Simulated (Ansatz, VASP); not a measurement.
## Au: VASP beside Ansatz

```
CELL_PARAMETERS angstrom
1.41002 -2.51700 0.00000
1.41002 2.51700 0.00000
0.00000 0.00000 4.80068
ATOMIC_POSITIONS crystal
Au 0.66386 0.33614 0.25000
Au 0.33614 0.66386 0.75000
```

Alike in both runs: functional PBEsol; k mesh 16 × 16 × 10; occupations gaussian, width 0.1 eV; no spin polarisation.

Ansatz relaxed the structure, and its values are those at the end. VASP's run is a single point on that final structure, the one shown.

|  | VASP | Ansatz |
| --- | --- | --- |
| version | VASP 6.6.1 | Ansatz 0.2.0 |
| potentials or method | VASP PAW PBE potentials, release 64 (Au), cutoff 520 eV | scalar-relativistic, plane waves, PAW |
| valence electrons in the cell | 22 | 38 |

|  | VASP | Ansatz | Ansatz less VASP |
| --- | --- | --- | --- |
| gap on the k mesh at the Fermi level (eV) | none | none | - |
| pressure (GPa) | -0.3 | 0.0 | +0.29 |

VASP's potentials were made for PBE, not for PBEsol. A gap of «none» marks a metal or a gap that the smearing closes. The functional is the same, so the differences come from potentials, cutoffs and numerics. VASP's potentials hold 22 valence electrons a cell and Ansatz's 38, so a difference there can come from the potentials and not from the codes.

Neither program's run includes spin-orbit coupling.
